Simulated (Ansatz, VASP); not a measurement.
Two plane-wave programs on RbAsPd3

```xyz
5
Lattice="4.8641 0.0000 0.0000 0.0000 4.8641 0.0000 0.0000 0.0000 4.8641" Properties=species:S:1:pos:R:3 pbc="T T T"
Rb    0.0000    0.0000    0.0000
As    2.4321    2.4321    2.4321
Pd    0.0000    2.4321    2.4321
Pd    2.4321    0.0000    2.4321
Pd    2.4321    2.4321    0.0000
```

Change from the starting cell: species swapped into the KMgH3 type (Pm-3m, No. 221).

Alike in both runs: functional PBE; k mesh 4 × 4 × 4; occupations gaussian, width 0.1 eV; no spin polarisation.

Ansatz relaxed the structure, and its values are those at the end. VASP's run is a single point on that final structure, the one shown.

|  | VASP | Ansatz |
| --- | --- | --- |
| version | VASP 6.6.1 | Ansatz 0.2.0 |
| potentials or method | VASP PAW PBE potentials, release 64 (Rb_sv, As, Pd), cutoff 520 eV | scalar-relativistic, plane waves, PAW |
| valence electrons in the cell | 44 | 78 |

```csv
,VASP,Ansatz,Ansatz less VASP
gap on the k mesh at the Fermi level (eV),none,none,-
pressure (GPa),0.2,0.1,-0.09
```

A gap of «none» marks a metal or a gap that the smearing closes. VASP's potentials hold 44 valence electrons a cell and Ansatz's 78, so a difference there can come from the potentials and not from the codes.
